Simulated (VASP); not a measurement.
Input of a VASP 6.6.1 run:

The input INCAR:

```
SYSTEM = Co
PREC = Accurate
ENCUT = 690
EDIFF = 1E-6
ISMEAR = -1
SIGMA = 0.05
LREAL = .FALSE.
LASPH = .TRUE.
NELM = 200
ALGO = Normal
ISIF = 2
LWAVE = .FALSE.
LCHARG = .FALSE.
ISPIN = 2
MAGMOM = 2 2
LORBIT = 11
LMAXMIX = 4
GGA = PS
IVDW = 12
NBANDS = 28
GGA_COMPAT = .FALSE.
```

The input KPOINTS:

```
regular mesh
0
G
  12 12 7
  0 0 0
```

File POSCAR:

```
Co
1.0
    2.4354959879      0.0000000000      0.0000000000
   -1.2177479940      2.1092013963      0.0000000000
    0.0000000000      0.0000000000      3.9313187396
Co
2
Direct
    0.6666666667      0.3333333333      0.7500000000
    0.3333333333      0.6666666667      0.2500000000
```

Potentials or basis: VASP PAW PBE potentials, release 64 (Co_sv).

The run is started by

```bash
$ cat potpaw_PBE.64/Co_sv/POTCAR > POTCAR
$ mpirun -np 1 vasp_std > vasp.out
```

Problem. What does it give for the site moments?

Solution. Co +1.58 μB.

Problem. Predict the dispersion energy per atom.

Solution. -0.409 eV.
